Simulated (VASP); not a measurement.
Here is a VASP 6.6.1 calculation.

The input INCAR:

```
  ALGO = Normal
  EDIFF = 1E-6
  ENCUT = 520
  GGA = PS
  ISIF = 2
  ISMEAR = 0
  IVDW = 12
  LASPH = True
  LCHARG = True
  LELF = True
  LREAL = False
  LVHAR = True
  LWAVE = False
  NBANDS = 11
  NELM = 60
  PREC = Accurate
  SIGMA = 0.05
```

The input KPOINTS:

```
k-points
0
Gamma
  15 15 15
```

File POSCAR:

```
C
1.0
    1.2291305633      0.7096388616      3.2835658809
   -1.2291305633      0.7096388616      3.2835658809
    0.0000000000     -1.4192777231      3.2835658809
C
2
Direct
    0.1663339845      0.1663339845      0.1381506351
    0.8336660155      0.8336660155      0.8618493649
```

Potentials or basis: VASP PAW PBE potentials, release 64 (C).

Run with:

```sh
$ cat potpaw_PBE.64/C/POTCAR > POTCAR
$ mpirun -np 1 vasp_std > vasp.out
```

Q: What does it give for the largest force?

A: 4.760 eV/Å.

Q: What does it give for the pressure?

A: 0.8 GPa.

Q: Predict the dispersion energy per atom.

A: -0.113 eV.

Stress tensor (GPa, compression positive):
```
11.88  0.00  0.00
 0.00 -2.87  6.50
 0.00  6.50 -6.71
```

Caveat: the cell differs from its parent crystal (atoms displaced along a vibrational mode); the PAW data sets were made with another functional, which shifts forces and pressure a little.
